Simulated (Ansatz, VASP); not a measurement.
# Ag in VASP and in Ansatz

```
Ag
1.0
     0.00000    2.02679    2.02679
     2.02679    0.00000    2.02679
     2.02679    2.02679    0.00000
Ag
1
Cartesian
  0.0000 0.0000 0.0000
```

Alike in both runs: functional PBEsol; k mesh 23 × 23 × 23; no spin polarisation.

Ansatz relaxed the structure, and its values are those at the end. VASP's run is a single point on that final structure, the one shown.

|  | VASP | Ansatz |
| --- | --- | --- |
| version | VASP 6.6.1 | Ansatz 0.2.0 |
| potentials or method | VASP PAW PBE potentials, release 64 (Ag) | plane-wave PAW, scalar-relativistic |
| plane-wave cutoff (eV) | 520 | 420 |
| occupations | methfessel-paxton of order 1, width 0.1 eV | cold, width 0.1 eV |
| valence electrons in the cell | 11 | 19 |

|  | VASP | Ansatz | Ansatz less VASP |
| --- | --- | --- | --- |
| pressure (GPa) | -0.2 | 0.0 | +0.22 |

VASP's potentials were made for PBE, not for PBEsol. VASP's potentials hold 11 valence electrons a cell and Ansatz's 19, so a difference there can come from the potentials and not from the codes.
